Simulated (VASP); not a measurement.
Input of a VASP 6.6.1 run:

INCAR

```
PREC = Accurate
ENCUT = 520
EDIFF = 1E-7
ISMEAR = -1
SIGMA = 0.1
LREAL = F
LASPH = T
NELM = 100
ALGO = Normal
ISIF = 2
LWAVE = F
LCHARG = F
GGA = B5
ALDAX = 1.0
AGGAX = 1.0
AGGAC = 1.0
ALDAC = 0.0
NBANDS = 11
```

KPOINTS

```
regular mesh
0
Gamma
  16 16 16
```

Contents of POSCAR:

```
Ca
1.0
    0.0000000000      2.8073650538      2.8073650538
    2.8073650538      0.0000000000      2.8073650538
    2.8073650538      2.8073650538      0.0000000000
Ca
1
Direct
    0.0000000000      0.0000000000      0.0000000000
```

Potentials or basis: VASP PAW PBE potentials, release 64 (Ca_sv).

Launch:

```sh
$ cat potpaw_PBE.64/Ca_sv/POTCAR > POTCAR
$ mpirun -np 1 vasp_std > vasp.out
```

**Question.** Predict the band gap on the k mesh.

**Answer.** Zero (band 5 reaches 2.40 eV, above the bottom of band 6 at 2.12 eV).

**Question.** Predict the pressure.

**Answer.** -0.6 GPa.

Caveat: the PAW data sets were made with another functional, which shifts forces and pressure a little.
